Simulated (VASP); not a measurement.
# Ta2C3 in VASP: further runs

Runs on Ta2C3. Level: PBE. Tasks: single point.

All numbers are computed with VASP 6.6.1; they aren't measurements. Logs are shortened: lines on timing, memory, paths and dates and some standing lists are left out, and cuts for length are marked.

## (1) The cell of the first run

The typed cell holds 5 atoms: a = 3.177 Å, b = 3.231 Å, c = 6.090 Å, α = 82.79°, β = 90.00°, γ = 119.45°.

## (2) Single point, PBE

The input, INCAR:

```
SYSTEM = Ta2C3
PREC     = Accurate       ! precision mode
ENCUT    = 520            ! plane-wave cutoff, eV
EDIFF    = 1E-6           ! SCF threshold, eV
ISMEAR   = 0              ! smearing method
SIGMA    = 0.1            ! smearing width, eV
LREAL    = .False.        ! projectors in reciprocal space
LASPH    = .True.         ! aspherical terms in the spheres
NELM     = 100            ! most SCF steps
ALGO     = Normal         ! electronic algorithm
ISIF     = 2              ! what is computed and relaxed
LWAVE    = .False.        ! write WAVECAR
LCHARG   = .True.         ! write CHGCAR
GGA      = PE             ! functional
LELF     = .True.         ! ELF
LVHAR    = .True.       
NBANDS   = 25             ! bands
```

The input, KPOINTS:

```
Automatic mesh
0
Gamma
  12 12 4
  0 0 0
```

The input, POSCAR:

```
Ta2C3
1.0
    3.1770701739     -0.0008149899      0.0010222244
   -1.5879056978      2.8068825568      0.1911014123
   -0.0020024552      0.4648590589      6.0726043563
Ta C
2 3
Direct
    0.3008952096      0.6017569048      0.2014745203
    0.6991055707      0.3982419487      0.7985254071
    0.0000001015      1.0000002738      0.0000000683
    0.4019563562      0.8038685843      0.5809845167
    0.5980427619      0.1961322885      0.4190154876
```

Potentials or basis: VASP PAW PBE potentials, release 64 (Ta_pv, C).

Command:

```sh
cat potpaw_PBE.64/Ta_pv/POTCAR potpaw_PBE.64/C/POTCAR > POTCAR
mpirun -np 1 vasp_std > vasp.out
```

OUTCAR:

```text
SYSTEM = Ta2C3
   PREC = Accurate
   ENCUT = 520
   EDIFF = 1E-6
   ISMEAR = 0
   LREAL = .False.
   LASPH = .True.
   NELM = 100
   ISIF = 2
   GGA = PE

 ion  position               nearest neighbor table
   1  0.301  0.602  0.201-   3 2.21   3 2.21   3 2.23   5 2.27   5 2.27   5 2.28   4 2.46   2 3.05
                             2 3.05   2 3.08
   2  0.699  0.398  0.799-   3 2.21   3 2.21   3 2.23   4 2.27   4 2.27   4 2.28   5 2.46   1 3.05
                             1 3.05   1 3.08
   3  0.000  0.000  0.000-   1 2.21   2 2.21   2 2.21   1 2.21   1 2.23   2 2.23
   4  0.402  0.804  0.581-   5 1.37   2 2.27   2 2.27   2 2.28   1 2.46
   5  0.598  0.196  0.419-   4 1.37   1 2.27   1 2.27   1 2.28   2 2.46

  LATTYP: Found a triclinic cell.
 ALAT       =     3.2305371711
 B/A-ratio  =     2.3750854745
 C/A-ratio  =     0.9834495858
 COS(alpha) =     0.0000143456
 COS(beta)  =     0.4917158522
 COS(gamma) =     0.5389060112

  Lattice vectors:

 A1 = (  -1.5891644761,  -2.8060675669,  -0.1921236367)
 A2 = (  -0.0032612335,  -5.1480910648,   5.6893793073)
 A3 = (  -3.1770701739,   0.0008149899,  -0.0010222244)

Analysis of symmetry for initial positions (statically):
=====================================================================
 Subroutine PRICEL returns:
 Original cell was already a primitive cell.

 Routine SETGRP: Setting up the symmetry group for a
 triclinic supercell.

 Subroutine GETGRP returns: Found  2 space group operations
 (whereof  2 operations were pure point group operations)
 out of a pool of  2 trial point group operations.

The static configuration has the point symmetry S_2 .

Analysis of symmetry for dynamics (positions and initial velocities):
=====================================================================
 Subroutine PRICEL returns:
 Original cell was already a primitive cell.

 Routine SETGRP: Setting up the symmetry group for a
 triclinic supercell.

 Subroutine GETGRP returns: Found  2 space group operations
 (whereof  2 operations were pure point group operations)
 out of a pool of  2 trial point group operations.

The dynamic configuration has the point symmetry S_2 .

 Subroutine INISYM returns: Found  2 space group operations
 (whereof  2 operations are pure point group operations),
 and found     1 'primitive' translations

[... 113 lines left out ...]
   ISPIN  =      1    spin polarized calculation?
   LNONCOLLINEAR =      F non collinear calculations
   LSORBIT =      F    spin-orbit coupling
   LASPH  =      T    aspherical Exc in radial PAW
   ENCUT  =  520.0 eV  38.22 Ry    6.18 a.u.   5.91  6.01 11.32*2*pi/ulx,y,z
   NELM   =    100;   NELMIN=  2; NELMDL= -5     # of ELM steps
   EDIFF  = 0.1E-05   stopping-criterion for ELM
   LREAL  =      F    real-space projection
   EDIFFG = 0.1E-04   stopping-criterion for IOM
   NSW    =      0    number of steps for IOM
   IBRION =     -1    ionic relax: 0-MD 1-quasi-New 2-CG
   NFREE  =      0    steps in history (QN), initial steepest desc. (CG)
   ISIF   =      2    stress and relaxation
   ISYM   =      2    0-nonsym 1-usesym 2-fastsym
   POTIM  = 0.5000    time-step for ionic-motion
   TEBEG  =    0.0;   TEEND  =   0.0 temperature during run
   PSTRESS=    0.0 pullay stress
   NELECT =      34.0000    total number of electrons
   NUPDOWN=      -1.0000    fix difference up-down
   EMIN   =  10.00;   EMAX   =-10.00  energy-range for DOS
   EFERMI =   0.00;   METHOD = LEGACY
   ISMEAR =     0;   SIGMA  =   0.10  broadening in eV -4-tet -1-fermi 0-gaus
   EFERMI_NEDOS =   21; number of points for ismear=-14 and -15
   IALGO  =     38    algorithm
   IMIX   =      4    mixing-type and parameters
     AMIX     =   0.40;   BMIX     =  1.00
     AMIX_MAG =   1.60;   BMIX_MAG =  1.00
  volume/ion in A,a.u.               =      10.77        72.70
  Fermi-wavevector in a.u.,A,eV,Ry     =   1.404339  2.653816 26.832986  1.972169
  Thomas-Fermi vector in A             =   2.526911
   LORBIT       =      0    0 simple, 1 ext, 2 COOP (PROOUT), +10 PAW based schemes
   GGA     = PE    functional components
   LHFCALC =     F    Hartree Fock is set to
   AEXX    =    0.0000 exact exchange contribution
   IVDW    =     0    specifies the selected vdW correction
   LEPSILON=     F    determine dielectric tensor
   LRPA    =     F    only Hartree local field effects (RPA)
 non-spin polarized calculation
 Gauss-broadening in eV      SIGMA  =   0.10
  energy-cutoff  :      520.00
  volume of cell :       53.86
 maximum number of plane-waves:      1472
   NGX = 11   NGY = 13   NGZ = 23

 number of electron      34.0000001 magnetization

 Free energy of the ion-electron system (eV)
  ---------------------------------------------------
  ext. energy  EPLUGINS =         0.00000000
  ---------------------------------------------------
  free energy    TOTEN  =       -51.52739372 eV

  energy without entropy =      -51.51959373  energy(sigma->0) =      -51.52349373

 E-fermi :   7.4757     XC(G=0): -12.7477

 val. band max:        7.4634724932   @ k =   0.0833   0.1667   0.2500
 cond. band min:       7.4844452436   @ k =   0.0833   0.4167  -0.0000
 fundamental gap:      0.0209727504
 Fermi energy:         7.4757189220

 k-point     1 :       0.0000    0.0000    0.0000
  band No.  band energies     occupation
      1     -27.9946      2.00000
      2     -27.5568      2.00000
      3     -27.5331      2.00000
      4     -27.4928      2.00000
      5     -27.4660      2.00000
      6     -27.3886      2.00000
[... 661 lines left out ...]
     24      12.4571      0.00000
     25      14.5100      0.00000

 [... further k-points ...]
[... 5 lines left out ...]
  --------------------------------------------------------------------------------------
  -------------------------------------------------------------------------------------
  Total        0.1713940      0.2150431      0.2182307     -0.0005168     -0.0254691      0.0013707
  in kB        5.0982254      6.3965938      6.4914105     -0.0153720     -0.7575938      0.0407714
  external PRESSURE =       5.9954099 kB  Pullay stress =       0.0000000 kB

 VOLUME and BASIS-vectors are now :
 -----------------------------------------------------------------------------
  energy-cutoff  :      520.00
  volume of cell :       53.86
      direct lattice vectors                 reciprocal lattice vectors
     3.177070174 -0.000814990  0.001022224     0.314805700  0.179017374 -0.013600007
    -1.587905698  2.806882557  0.191101412     0.000100706  0.358190914 -0.027419552
    -0.002002455  0.464859059  6.072604356    -0.000056162 -0.011302199  0.165539159

 POSITION                                       TOTAL-FORCE (eV/Angst)
 -----------------------------------------------------------------------------------
      0.00003      1.78247      1.33878        -0.000312     -0.017928     -0.012444
      1.58714      1.48845      4.92595         0.000312      0.017928      0.012444
     -0.00000      0.00000      0.00000         0.000000     -0.000000      0.000000
     -0.00059      2.52611      3.68212        -0.000403     -0.048843      0.026624
      1.58775      0.74482      2.58261         0.000403      0.048843     -0.026624
 -----------------------------------------------------------------------------------
    total drift:                                0.000507     -0.000036     -0.000222

  FREE ENERGIE OF THE ION-ELECTRON SYSTEM (eV)
  ---------------------------------------------------
  free  energy   TOTEN  =       -51.5273937247 eV

  energy  without entropy=      -51.5195937259  energy(sigma->0) =      -51.52349373
```

OSZICAR:

```text
N       E                     dE             d eps       ncg     rms          rms(c)
DAV:   1     0.253899434085E+03    0.25390E+03   -0.18561E+04 14600   0.140E+03
DAV:   2    -0.456986909719E+02   -0.29960E+03   -0.28887E+03 17134   0.386E+02
DAV:   3    -0.590403153129E+02   -0.13342E+02   -0.13072E+02 19109   0.742E+01
DAV:   4    -0.592449818105E+02   -0.20467E+00   -0.20418E+00 17395   0.956E+00
DAV:   5    -0.592482244102E+02   -0.32426E-02   -0.32398E-02 19382   0.112E+00    0.330E+01
DAV:   6    -0.519617979254E+02    0.72864E+01   -0.41716E+01 17238   0.330E+01    0.128E+01
DAV:   7    -0.515897028284E+02    0.37210E+00   -0.34342E+00 17602   0.109E+01    0.819E+00
DAV:   8    -0.515302978572E+02    0.59405E-01   -0.32342E-01 17799   0.385E+00    0.242E+00
DAV:   9    -0.515282663677E+02    0.20315E-02   -0.45280E-02 17672   0.131E+00    0.269E-01
DAV:  10    -0.515274734216E+02    0.79295E-03   -0.70291E-03 17829   0.474E-01    0.160E-01
DAV:  11    -0.515273802733E+02    0.93148E-04   -0.86190E-04 18090   0.190E-01    0.567E-02
DAV:  12    -0.515273955632E+02   -0.15290E-04   -0.21542E-04 17525   0.917E-02    0.207E-02
DAV:  13    -0.515273946075E+02    0.95572E-06   -0.11538E-05 17735   0.212E-02    0.636E-03
DAV:  14    -0.515273937247E+02    0.88283E-06   -0.18521E-06 10850   0.977E-03
   1 F= -.51527394E+02 E0= -.51523494E+02  d E =-.780000E-02
```

stdout:

```text
POSCAR found type information on POSCAR TaC
 POSCAR found :  2 types and       5 ions
 scaLAPACK will be used
 -----------------------------------------------------------------------------
|                                                                             |
|           W    W    AA    RRRRR   N    N  II  N    N   GGGG   !!!           |
[... 37 lines left out ...]
|     Results are often still useful ...                                      |
|                                                                             |
 -----------------------------------------------------------------------------

 POSCAR, INCAR and KPOINTS ok, starting setup
 FFT: planning ... GRIDC
 FFT: planning ... GRID_SOFT
 FFT: planning ... GRID
 WAVECAR not read
 entering main loop
```

Wall time 7.1 min (1 thread of Intel Xeon 8259CL, shared host); peak memory 0.43 GiB.

What came out:

- Free energy: -51.5274 eV
- Pressure: 0.6 GPa
- Largest force: 0.056 eV/Å
- Band gap on the k mesh: zero (bands 17 and 18 overlap by 1.96 eV)

Forces in eV/Å, atoms in the order of the input:
```
Ta   0.000 -0.018 -0.012
Ta   0.000  0.018  0.012
C    0.000  0.000  0.000
C    0.000 -0.049  0.027
C    0.000  0.049 -0.027
```

Caveat: spin-orbit coupling is left out, which moves the levels of the heavy elements.

## (3) Single point, PBE

The input, INCAR:

```
PREC = Accurate
ENCUT = 520
EDIFF = 1E-6
ISMEAR = 0
SIGMA = 0.1
LREAL = False
LASPH = True
NELM = 100
ALGO = Normal
ISIF = 2
LWAVE = False
LCHARG = False
GGA = PE
NBANDS = 25
```

The input, KPOINTS:

```
regular mesh
0
Gamma
  14 14 6
```

The input, POSCAR:

```
Ta2C3
1.0
    2.8136569573     -1.5883821360     -0.0004247410
    2.8136569573      1.5883821360     -0.0004247410
   -0.8785361246      0.0000000000      6.0260802438
Ta C
2 3
Direct
    0.3009288921      0.3009288921      0.7984439485
    0.6990711079      0.6990711079      0.2015560515
    0.0000000000      0.0000000000      0.0000000000
    0.4020023091      0.4020023091      0.4188669104
    0.5979976909      0.5979976909      0.5811330896
```

Potentials or basis: VASP PAW PBE potentials, release 64 (Ta_pv, C).

Command:

```sh
cat potpaw_PBE.64/Ta_pv/POTCAR potpaw_PBE.64/C/POTCAR > POTCAR
mpirun -np 1 vasp_std > vasp.out
```

Run time: 7.7 min. Hardware: 1 thread of Intel Xeon 8259CL, shared host; peak memory 0.46 GiB.

Results (log left out):

```
Free energy            : -51.5318 eV
Pressure               : 0.6 GPa
Largest force          : 0.053 eV/Å
Band gap on the k mesh : zero (bands 17 and 18 overlap by 2.02 eV)
```

Forces in eV/Å, atoms in the order of the input:
```
Ta  -0.014  0.000  0.009
Ta   0.014  0.000 -0.009
C    0.000  0.000  0.000
C   -0.045  0.000 -0.028
C    0.045  0.000  0.028
```

Stress tensor (GPa, compression positive):
```
0.64 0.00 0.08
0.00 0.49 0.00
0.08 0.00 0.69
```

Levels at points of the mesh, in eV from the Fermi level:
```
           k point  band 14  band 15  band 16  band 17  band 18  band 19  band 20  band 21
(0.00, 0.00, 0.00)    -3.10    -2.01    -1.57    -1.50    -0.64    -0.60     1.32     1.80
(0.50, 0.00, 0.00)    -4.23    -3.91    -2.29    -1.38     1.11     2.62     3.36     3.39
(0.50, 0.50, 0.00)    -4.42    -2.85    -2.34     0.26     1.29     1.77     2.70     3.36
(0.00, 0.00, 0.50)    -3.44    -2.92    -0.93    -0.12    -0.04     0.13     1.13     1.93
(0.50, 0.00, 0.50)    -4.09    -3.55    -2.74    -1.66     2.22     2.64     2.74     3.42
(0.50, 0.50, 0.50)    -4.35    -3.34    -3.09     0.76     1.82     2.61     2.77     3.01
```

Caveat: spin-orbit coupling is left out, which moves the levels of the heavy elements.

The gap in the log of VASP goes by the Fermi energy; the results here count the filled bands.